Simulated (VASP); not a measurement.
# Zn: single point with PBEsol

Zn:

```
Zn
1.0
     2.78471    0.00000    0.00000
    -1.39236    2.41163    0.00000
     0.00000    0.00000    4.94670
Zn
2
Direct
  0.33333 0.66667 0.25000
  0.66667 0.33333 0.75000
```

This cell differs from its parent crystal: strain +0.0450 x Voigt [1, 1, 0, 0, 0, 0].

- Program: VASP 6.6.1
- Task: single point
- Functional: PBEsol
- Potentials or basis: VASP PAW PBE potentials, release 64 (Zn)
- Cutoff: 520 eV
- k mesh: 24 × 24 × 10
- Occupations: gaussian, width 0.15 eV
- Spin: no spin polarisation
- Dipole correction: no
- Further INCAR settings: ALGO = Fast; EDIFF = 1e-06; NBANDS = 19

- Pressure: -9.5 GPa
- Band gap on the k mesh: zero (bands 12 and 13 overlap by 4.09 eV)

Stress tensor (GPa, compression positive):
```
-10.36   0.00   0.00
  0.00 -10.36   0.00
  0.00   0.00  -7.85
```

Levels at points of the mesh, in eV from the Fermi level:
```
           k point  band 8  band 9  band 10  band 11  band 12  band 13  band 14  band 15  band 16  band 17
(0.00, 0.00, 0.00)   -7.18   -7.18    -6.96    -6.96    -3.07    -2.63    14.20    15.39    15.39    17.13
(0.50, 0.00, 0.00)   -6.95   -6.84    -6.82    -2.76    -2.38     2.67     3.39     3.76     5.52     8.95
(0.00, 0.00, 0.50)   -7.31   -7.04    -7.04    -7.04    -7.04     5.08     5.08    16.65    16.65    16.65
(0.50, 0.00, 0.50)   -6.96   -6.83    -6.83    -1.72    -1.72    -0.26    -0.26    10.05    10.05    10.75
```

Run time: 3.5 min on 1 thread of Intel Xeon 8259CL, with other jobs on the host, peak memory 0.3 GiB.

Caveat: the cell differs from its parent crystal (strain +0.0450 x Voigt [1, 1, 0, 0, 0, 0]); the cell stands under tension; the PAW data sets were made with another functional, which shifts forces and pressure a little.
